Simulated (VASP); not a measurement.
NaAl18: single point with PBE

NaAl18, a slab with vacuum:

```xyz
19
Lattice="5.7276 0.0000 0.0000 4.2957 7.4403 0.0000 0.0000 0.0000 15.6765" Properties=species:S:1:pos:R:3 pbc="T T T"
Al    1.4319    0.8267    1.0000
Al    4.2957    0.8267    1.0000
Al    2.8638    3.3068    1.0000
Al    5.7276    3.3068    1.0000
Al    4.2957    5.7869    1.0000
Al    7.1595    5.7869    1.0000
Al    0.0014    1.6463    3.3598
Al    2.8623    1.6463    3.3546
Al    1.4332    4.1212    3.3327
Al    4.2945    4.1293    3.3536
Al    2.8618    6.6258    3.3556
Al    5.7293    6.6251    3.3516
Al   -0.0003    0.0010    5.7359
Al    2.8627    0.0043    5.7231
Al    1.4322    2.4644    5.7269
Al    4.2953    2.4594    5.7273
Al    2.8238    4.9591    5.6392
Al    5.7672    4.9565    5.6373
Na    4.2995    4.8228    8.2082
```

* Program: VASP 6.6.1
* Task: single point
* Functional: PBE
* Potentials or basis: VASP PAW PBE potentials, release 64 (Al, Na_pv)
* Cutoff: 520 eV
* k mesh: 3 × 2 × 1
* Occupations: fermi-dirac, width 0.1 eV
* Spin: no spin polarisation

```
Largest force : 0.043 eV/Å
```

Forces in eV/Å, atoms in the order of the input:
```
Al   0.010 -0.004 -0.026
Al  -0.008  0.008 -0.006
Al   0.010 -0.033 -0.005
Al  -0.014 -0.014 -0.009
Al   0.014  0.016  0.031
Al  -0.014  0.023 -0.010
Al  -0.001 -0.001  0.026
Al   0.002 -0.002  0.014
Al   0.001 -0.007 -0.017
Al   0.003 -0.006  0.004
Al   0.004  0.010  0.002
Al  -0.004  0.011 -0.006
Al  -0.005 -0.030  0.000
Al   0.006 -0.012 -0.002
Al  -0.007  0.003 -0.008
Al   0.004  0.039  0.010
Al  -0.026  0.003 -0.018
Al   0.025  0.013 -0.021
Na   0.000 -0.020  0.038
```

Levels at points of the mesh, in eV from the Fermi level:
```tsv
k point	band 27	band 28	band 29	band 30	band 31	band 32	band 33	band 34	band 35	band 36
(0.00, 0.00, 0.00)	-0.59	-0.33	-0.15	-0.14	-0.11	-0.05	0.10	0.14	1.22	1.30
(0.00, 0.50, 0.00)	-1.40	-0.34	-0.32	-0.15	-0.14	-0.11	-0.09	0.33	0.82	1.22
```

Run time: 4.5 min on 1 thread of Intel(R) Xeon(R) Platinum 8488C (Sapphire Rapids), with other jobs on the host, peak memory 0.7 GiB.

Caveat: the k points lie up to 0.42 Å⁻¹ apart.
